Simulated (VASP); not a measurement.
Set up this calculation in VASP 6.6.1, as the native input.

| Quantity | Value |
| --- | --- |
| Task | single point |
| Functional | PBE |
| Potentials or basis | VASP PAW PBE potentials, release 64 (Zr_sv, B) |
| Cutoff | 520 eV |
| k mesh | 7 × 7 × 6 |
| Occupations | fermi-dirac, width 0.05 eV |
| Spin | non-collinear spin, zero start, spin-orbit coupling |
| Starting moments | [[0.0, 0.0, 0.0], [0.0, 0.0, 0.0], [0.0, 0.0, 0.0]] μB |
| Dipole correction | no |
| Further INCAR settings | ALGO = Normal; EDIFF = 1e-06; NBANDS = 31 |

The structure of ZrB2 lies in POSCAR:

```
ZrB2
1.0
    3.1700000000      0.0000000000      0.0000000000
   -1.5850000000      2.7453005300      0.0000000000
    0.0000000000      0.0000000000      3.5330000000
Zr B
1 2
Direct
    0.0000000000      0.0000000000      0.0000000000
    0.6666666667      0.3333333333      0.5000000000
    0.3333333333      0.6666666667      0.5000000000
```

One way to write it, as run:

INCAR

```
SYSTEM = ZrB2
PREC = Accurate
ENCUT = 520
EDIFF = 1E-6
ISMEAR = -1
SIGMA = 0.05
LREAL = .False.
LASPH = .True.
NELM = 150
ALGO = Normal
ISIF = 2
LWAVE = .False.
LCHARG = .False.
LNONCOLLINEAR = .True.
MAGMOM = 0 0 0 0 0 0 0 0 0
LORBIT = 11
LSORBIT = .True.
GGA_COMPAT = .False.
LORBMOM = .True.
LMAXMIX = 4
GGA = PE
NBANDS = 31
```

KPOINTS

```
regular mesh
0
Gamma
  7 7 6
  0 0 0
```

Potentials or basis: VASP PAW PBE potentials, release 64 (Zr_sv, B).

The run is started by

```bash
$ cat potpaw_PBE.64/Zr_sv/POTCAR potpaw_PBE.64/B/POTCAR > POTCAR
$ mpirun -np 1 vasp_ncl > vasp.out
```

It gave:

| Quantity | Value |
| --- | --- |
| Pressure | 0.9 GPa |
| Net moment | 0.00 μB per cell |
| Valence electrons inside the program's atomic spheres | Zr 9.97; B 1.91 |

It took 110 s on 1 thread of Intel Xeon 8259CL, on a shared host, peak memory 0.24 GiB.
